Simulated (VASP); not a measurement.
Write the native input for VASP 6.6.1 that does the following.

```yaml
Task: single point
Functional: LDA
Potentials_or_basis: VASP PAW LDA potentials, release 64 (Mn_sv, O)
Cutoff: 700 eV
k_mesh: 11 × 11 × 6
Occupations: fermi-dirac, width 0.05 eV
Spin: collinear spin, ferromagnetic start
Starting_moments: "[4.0, 0.0, 0.0] μB"
Dipole_correction: no
Further_INCAR_settings: ALGO = Normal; EDIFF = 1e-06; NBANDS = 24
```

The structure of MnO2 lies in POSCAR:

```
MnO2
1.0
    2.8565781804      0.0000000000      0.0000000000
   -1.4282890902      2.4738692722      0.0000000000
    0.0000000000      0.0000000000      4.6013740589
Mn O
1 2
Direct
    0.0000000000      0.0000000000      0.5000000000
    0.3333333333      0.6666666667      0.7062925700
    0.6666666667      0.3333333333      0.2937074300
```

The input as run:

INCAR

```
SYSTEM = MnO2
PREC     = Accurate       ! precision mode
ENCUT    = 700            ! plane-wave cutoff, eV
EDIFF    = 1E-6           ! SCF threshold, eV
ISMEAR   = -1             ! smearing method
SIGMA    = 0.05           ! smearing width, eV
LREAL    = .False.        ! projectors in reciprocal space
LASPH    = .True.         ! aspherical terms in the spheres
NELM     = 200            ! most SCF steps
ALGO     = Normal         ! electronic algorithm
ISIF     = 2              ! what is computed and relaxed
LWAVE    = .False.        ! write WAVECAR
LCHARG   = .True.         ! write CHGCAR
ISPIN    = 2              ! spin polarisation
MAGMOM   = 4 0 0          ! initial moments
LORBIT   = 11             ! projections on sites
LMAXMIX  = 4              ! l up to which the mixer works
LELF     = .True.         ! ELF
LVHAR    = .True.       
NBANDS   = 24             ! bands
GGA_COMPAT= .False.
```

KPOINTS

```
regular mesh
0
Gamma
  11 11 6
  0 0 0
```

Potentials or basis: VASP PAW LDA potentials, release 64 (Mn_sv, O).

Launch:

```sh
$ cat potpaw_LDA.64/Mn_sv/POTCAR potpaw_LDA.64/O/POTCAR > POTCAR
$ mpirun -np 1 vasp_std > vasp.out
```

Results of the run:

* Pressure: -8.8 GPa
* Largest force: 0.531 eV/Å
* Band gap on the k mesh: 0.33 eV (least direct gap 0.36 eV)
* Net moment: 3.00 μB per cell
* Site moments: Mn +2.67; O +0.06 μB
* Valence electrons inside the program's atomic spheres: Mn 12.80; O 4.96

Caveat: the cell stands under tension; a cell with one magnetic atom can't hold antiferromagnetic order, which such compounds often take.

It took 6.4 min on 1 thread of Intel(R) Xeon(R) Platinum 8259CL CPU @ 2.50GHz (Skylake/Cascade Lake), on a shared host, peak memory 0.26 GiB.
